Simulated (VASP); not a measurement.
# Tm2CdC2 (P6/mmm) in VASP: single point with PBE

Aim: the single point of Tm2CdC2 with PBE.

All numbers are computed with VASP 6.6.1; they aren't measurements. Logs are shortened: lines on timing, memory, paths and dates and some standing lists are left out, and cuts for length are marked.

## 1. The cell of the first run

The structure is hexagonal, space group P6/mmm (No. 191). The conventional cell has a = 5.112 Å, b = 5.112 Å, c = 4.560 Å, α = 90.00°, β = 90.00°, γ = 120.00°. Tm (site symmetry -6m2) has 2 C at 2.28 Å and 3 Tm at 2.95 Å within 3.0 Å. Within 3.9 Å of Cd (site symmetry 6/mmm) lie 6 C at 2.95 Å and 12 Tm at 3.73 Å. C (site symmetry -6m2) has 2 Tm at 2.28 Å and 3 C at 2.95 Å and 3 Cd at 2.95 Å within 3.0 Å.

## 2. Single point, PBE

The input, POSCAR:

```
Tm2CdC2
1.0
    5.1118721831      0.0000000000      0.0000000000
   -2.5559360915      4.4270111714      0.0000000000
    0.0000000000      0.0000000000      4.5604504848
Tm Cd C
2 1 2
Direct
    0.3333333333      0.6666666667      0.0000000000
    0.6666666667      0.3333333333      0.0000000000
    0.0000000000      0.0000000000      0.5000000000
    0.3333333333      0.6666666667      0.5000000000
    0.6666666667      0.3333333333      0.5000000000
```

The input, INCAR.step1:

```
PREC = Accurate ; ENCUT = 520
EDIFF = 1E-6 ; ISMEAR = 0
SIGMA = 0.1 ; LREAL = F
LASPH = T ; NELM = 200
ALGO = Normal ; ISIF = 2
LWAVE = F ; LCHARG = T
LMAXMIX = 6 ; GGA = PE
NBANDS = 27 ; GGA_COMPAT = F
NEDOS = 2001 ; LORBIT = 11
```

The input, KPOINTS.step1:

```
regular mesh
0
Gamma
  12 12 8
```

The input, INCAR.step2:

```
PREC = Accurate ; ENCUT = 520
EDIFF = 1E-6 ; ISMEAR = -5
SIGMA = 0.1 ; LREAL = F
LASPH = T ; NELM = 200
ALGO = Normal ; ISIF = 2
LWAVE = F ; LCHARG = F
LMAXMIX = 6 ; GGA = PE
LORBIT = 10 ; NBANDS = 27
NEDOS = 2001 ; ICHARG = 11
GGA_COMPAT = F
```

The input, KPOINTS.step2:

```
regular mesh
0
Gamma
  18 18 12
```

Potentials or basis: VASP PAW PBE potentials, release 64 (Tm_3, Cd, C), 4f in core.

Run with:

```
cat potpaw_PBE.64/Tm_3/POTCAR potpaw_PBE.64/Cd/POTCAR potpaw_PBE.64/C/POTCAR > POTCAR
cp INCAR.step1 INCAR
cp KPOINTS.step1 KPOINTS
mpirun -np 1 vasp_std > vasp.out
cp INCAR.step2 INCAR
cp KPOINTS.step2 KPOINTS
mpirun -np 1 vasp_std > vasp.out
```

OUTCAR:

```text
PREC = Accurate
   ENCUT = 520
   EDIFF = 1E-6
   ISMEAR = -5
   LREAL = F
   LASPH = T
   NELM = 200
   ISIF = 2
   GGA = PE
   LORBIT = 10
   ICHARG = 11

 ion  position               nearest neighbor table
   1  0.333  0.667  0.000-   4 2.28   4 2.28   2 2.95   2 2.95   2 2.95   3 3.73   3 3.73   3 3.73
                             3 3.73   3 3.73   3 3.73
   2  0.667  0.333  0.000-   5 2.28   5 2.28   1 2.95   1 2.95   1 2.95   3 3.73   3 3.73   3 3.73
                             3 3.73   3 3.73   3 3.73
   3  0.000  0.000  0.500-   1 3.73   2 3.73   1 3.73   2 3.73   1 3.73   1 3.73   2 3.73   2 3.73
                             2 3.73   2 3.73   1 3.73   1 3.73
   4  0.333  0.667  0.500-   1 2.28   1 2.28
   5  0.667  0.333  0.500-   2 2.28   2 2.28

  LATTYP: Found a hexagonal cell.
 ALAT       =     5.1118721831
 C/A-ratio  =     0.8921292085

  Lattice vectors:

 A1 = (   5.1118721831,   0.0000000000,   0.0000000000)
 A2 = (  -2.5559360915,   4.4270111714,   0.0000000000)
 A3 = (   0.0000000000,   0.0000000000,   4.5604504848)

Analysis of symmetry for initial positions (statically):
=====================================================================
 Subroutine PRICEL returns:
 Original cell was already a primitive cell.

 Routine SETGRP: Setting up the symmetry group for a
 hexagonal supercell.

 Subroutine GETGRP returns: Found 24 space group operations
 (whereof 24 operations were pure point group operations)
 out of a pool of 24 trial point group operations.

The static configuration has the point symmetry D_6h.

Analysis of symmetry for dynamics (positions and initial velocities):
=====================================================================
 Subroutine PRICEL returns:
 Original cell was already a primitive cell.

 Routine SETGRP: Setting up the symmetry group for a
 hexagonal supercell.

 Subroutine GETGRP returns: Found 24 space group operations
 (whereof 24 operations were pure point group operations)
 out of a pool of 24 trial point group operations.

The dynamic configuration has the point symmetry D_6h.

 Subroutine INISYM returns: Found 24 space group operations
 (whereof 24 operations are pure point group operations),
 and found     1 'primitive' translations

----------------------------------------------------------------------------------------

                                     Primitive cell

  volume of cell :     103.2044

[... 107 lines left out ...]
   NELECT =      38.0000    total number of electrons
   NUPDOWN=      -1.0000    fix difference up-down
   EMIN   =  10.00;   EMAX   =-10.00  energy-range for DOS
   EFERMI =   0.00;   METHOD = LEGACY
   ISMEAR =    -5;   SIGMA  =   0.10  broadening in eV -4-tet -1-fermi 0-gaus
   EFERMI_NEDOS =   21; number of points for ismear=-14 and -15
   IALGO  =     38    algorithm
   IMIX   =      4    mixing-type and parameters
     AMIX     =   0.40;   BMIX     =  1.00
     AMIX_MAG =   1.60;   BMIX_MAG =  1.00
  volume/ion in A,a.u.               =      20.64       139.29
  Fermi-wavevector in a.u.,A,eV,Ry     =   1.173374  2.217356 18.732601  1.376807
  Thomas-Fermi vector in A             =   2.309788
   LORBIT       =     10    0 simple, 1 ext, 2 COOP (PROOUT), +10 PAW based schemes
   GGA     = PE    functional components
   LHFCALC =     F    Hartree Fock is set to
   AEXX    =    0.0000 exact exchange contribution
   IVDW    =     0    specifies the selected vdW correction
   LEPSILON=     F    determine dielectric tensor
   LRPA    =     F    only Hartree local field effects (RPA)
 non-spin polarized calculation
 Fermi weights with tetrahedron method with Bloechl corrections
  energy-cutoff  :      520.00
  volume of cell :      103.20
 maximum number of plane-waves:      2837
 NGX is ok and might be reduce to    40

 number of electron      38.0000000 magnetization

 Free energy of the ion-electron system (eV)
  ---------------------------------------------------
  ext. energy  EPLUGINS =         0.00000000
  ---------------------------------------------------
  free energy    TOTEN  =       -20.17903848 eV

  energy without entropy =      -20.17903848  energy(sigma->0) =      -20.17903848

 E-fermi :   2.3816     XC(G=0): -10.1389

 val. band max:        2.4176730331   @ k =   0.4444   0.0556   0.0000
 cond. band min:       2.2965418891   @ k =   0.0000   0.0000   0.4167
 fundamental gap:     -0.1211311440
 Fermi energy:         2.3816126781

 k-point     1 :       0.0000    0.0000    0.0000
  band No.  band energies     occupation
      1     -23.1607      2.00000
      2     -23.1607      2.00000
      3     -22.4157      2.00000
      4     -22.3015      2.00000
      5     -22.3015      2.00000
      6     -22.1698      2.00000
[... 709 lines left out ...]
     26       6.3195      0.00000
     27       6.6038      0.00000

 [... further k-points ...]

------------------------ aborting loop because EDIFF is reached ----------------------------------------

  FORCE on cell =-STRESS in cart. coord.  units (eV):
  Direction    XX          YY          ZZ          XY          YZ          ZX
  --------------------------------------------------------------------------------------
  -------------------------------------------------------------------------------------
  Total        0.4997025      0.4997025      0.9056080      0.0000000      0.0000000     -0.0000000
  in kB        7.7575357      7.7575357     14.0589368      0.0000000      0.0000000     -0.0000000
  external PRESSURE =       9.8580027 kB  Pullay stress =       0.0000000 kB

 VOLUME and BASIS-vectors are now :
 -----------------------------------------------------------------------------
  energy-cutoff  :      520.00
  volume of cell :      103.20
      direct lattice vectors                 reciprocal lattice vectors
     5.111872183  0.000000000  0.000000000     0.195623045  0.112943017  0.000000000
    -2.555936092  4.427011171  0.000000000     0.000000000  0.225886035  0.000000000
     0.000000000  0.000000000  4.560450485     0.000000000  0.000000000  0.219276583

 POSITION                                       TOTAL-FORCE (eV/Angst)
 -----------------------------------------------------------------------------------
     -0.00000      2.95134      0.00000        -0.000000      0.000000     -0.000000
      2.55594      1.47567      0.00000         0.000000     -0.000000     -0.000000
      0.00000      0.00000      2.28023         0.000000      0.000000     -0.000000
     -0.00000      2.95134      2.28023         0.000000      0.000000     -0.000000
      2.55594      1.47567      2.28023         0.000000     -0.000000      0.000000
 -----------------------------------------------------------------------------------
    total drift:                               -0.000000      0.000000     -0.000000

  FREE ENERGIE OF THE ION-ELECTRON SYSTEM (eV)
  ---------------------------------------------------
  free  energy   TOTEN  =       -20.1790384778 eV

  energy  without entropy=      -20.1790384778  energy(sigma->0) =      -20.17903848

 total charge

# of ion       s       p       d       tot
------------------------------------------
    1        0.580   6.778   1.420   8.778
    2        0.580   6.778   1.420   8.778
    3        0.433   0.207   9.516  10.157
    4        0.994   1.183   0.000   2.177
    5        0.994   1.183   0.000   2.177
--------------------------------------------------
tot          3.583  16.128  12.357  32.068
```

OUTCAR.step1:

```text
PREC = Accurate
   ENCUT = 520
   EDIFF = 1E-6
   ISMEAR = 0
   LREAL = F
   LASPH = T
   NELM = 200
   ISIF = 2
[... 961 lines left out ...]

  FREE ENERGIE OF THE ION-ELECTRON SYSTEM (eV)
  ---------------------------------------------------
  free  energy   TOTEN  =       -20.1950815041 eV

  energy  without entropy=      -20.1831574982  energy(sigma->0) =      -20.18911950

 total charge

# of ion       s       p       d       tot
------------------------------------------
    1        0.582   6.771   1.430   8.783
    2        0.582   6.771   1.430   8.783
    3        0.434   0.207   9.517  10.157
    4        0.994   1.176   0.000   2.170
    5        0.994   1.176   0.000   2.170
--------------------------------------------------
tot          3.587  16.101  12.377  32.065
```

OSZICAR.step1:

```text
N       E                     dE             d eps       ncg     rms          rms(c)
DAV:   1     0.323323117125E+03    0.32332E+03   -0.16415E+04  5130   0.136E+03
DAV:   2     0.175540190385E+02   -0.30577E+03   -0.29636E+03  5162   0.467E+02
DAV:   3    -0.214590654211E+02   -0.39013E+02   -0.37170E+02  8454   0.114E+02
DAV:   4    -0.242976443217E+02   -0.28386E+01   -0.27453E+01  7628   0.277E+01
DAV:   5    -0.243482474047E+02   -0.50603E-01   -0.50419E-01  7284   0.422E+00    0.389E+01
DAV:   6    -0.222384510073E+02    0.21098E+01   -0.69153E+01  8196   0.258E+01    0.200E+01
DAV:   7    -0.202016194914E+02    0.20368E+01   -0.13220E+01  8369   0.132E+01    0.157E+01
DAV:   8    -0.203020092005E+02   -0.10039E+00   -0.12597E+00  6884   0.535E+00    0.211E+00
DAV:   9    -0.201959454295E+02    0.10606E+00   -0.60318E-01  8033   0.270E+00    0.498E-01
DAV:  10    -0.201948731699E+02    0.10723E-02   -0.35391E-02  6053   0.104E+00    0.294E-01
DAV:  11    -0.201951096217E+02   -0.23645E-03   -0.22015E-03  7692   0.317E-01    0.883E-02
DAV:  12    -0.201950878234E+02    0.21798E-04   -0.11353E-04  7595   0.623E-02    0.311E-02
DAV:  13    -0.201950834506E+02    0.43729E-05   -0.11229E-04  7628   0.388E-02    0.170E-02
DAV:  14    -0.201950819593E+02    0.14912E-05   -0.68394E-06  6815   0.132E-02    0.684E-03
DAV:  15    -0.201950815041E+02    0.45520E-06   -0.14344E-06  4007   0.524E-03
   1 F= -.20195082E+02 E0= -.20189120E+02  d E =-.119240E-01
```

Wall time 6.5 min (1 thread of AMD EPYC 9R45 (Zen 5), shared host); peak memory 0.74 GiB.

What came out:

| Item | Value |
| --- | --- |
| Valence electrons inside the program's atomic spheres | Tm 8.78; Cd 10.16; C 2.18 |

Levels at points of the mesh, in eV from the Fermi level:
```
           k point  band 16  band 17  band 18  band 19  band 20  band 21  band 22  band 23
(0.00, 0.00, 0.00)    -1.23    -0.67    -0.67    -0.50     1.21     1.72     1.72     1.83
(0.50, 0.00, 0.00)    -0.89    -0.09     0.07     0.13     0.80     1.25     1.33     1.66
(0.00, 0.00, 0.50)    -2.21    -2.00    -1.83    -0.71    -0.71    -0.28     1.60     1.60
(0.50, 0.00, 0.50)    -3.02    -2.59    -1.05    -0.26    -0.08     0.75     0.94     1.06
```

Caveat: spin-orbit coupling is left out, which moves the levels of the heavy elements; the 4f electrons are frozen in the core, so they carry no moment and show no levels. Spin polarisation is off, so any magnetic state and its effect on volume and gap are missing.
